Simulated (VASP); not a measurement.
TaAs, 4 atoms in the cell. It takes space group I4_1md (No. 109, tetragonal). Conventional cell: a = 3.405 Å, b = 3.405 Å, c = 11.453 Å, α = 90.00°, β = 90.00°, γ = 90.00°. Within 3.4 Å of Ta (site symmetry 2mm) lie 6 As at 2.57 to 2.58 Å and 4 Ta at 3.33 Å. Within 3.4 Å of As (site symmetry 2mm) lie 6 Ta at 2.57 to 2.58 Å and 4 As at 3.33 Å. 

```yaml
Program: VASP 6.6.1
Task: single point
Functional: PBEsol
Potentials_or_basis: VASP PAW PBE potentials, release 64 (Ta_pv, As)
Cutoff: 520 eV
k_mesh: 11 × 11 × 11
Occupations: fermi-dirac, width 0.05 eV
Spin: no spin polarisation
Dipole_correction: no
Further_INCAR_settings: ALGO = Normal; EDIFF = 1e-06; NBANDS = 24
```

Potentials or basis: VASP PAW PBE potentials, release 64 (Ta_pv, As).

Launch:

```bash
$ cat potpaw_PBE.64/Ta_pv/POTCAR potpaw_PBE.64/As/POTCAR > POTCAR
$ mpirun -np 1 vasp_std > vasp.out
```

Hardware: 1 thread of Intel(R) Xeon(R) Platinum 8259CL CPU @ 2.50GHz (Skylake/Cascade Lake) (shared host).

Q: Estimate the wall time of this run.

A: Run time: 5.5 min on 1 thread of Intel(R) Xeon(R) Platinum 8259CL CPU @ 2.50GHz (Skylake/Cascade Lake), on a shared host, peak memory 0.43 GiB. Counts: scf iterations 13, k points 126.
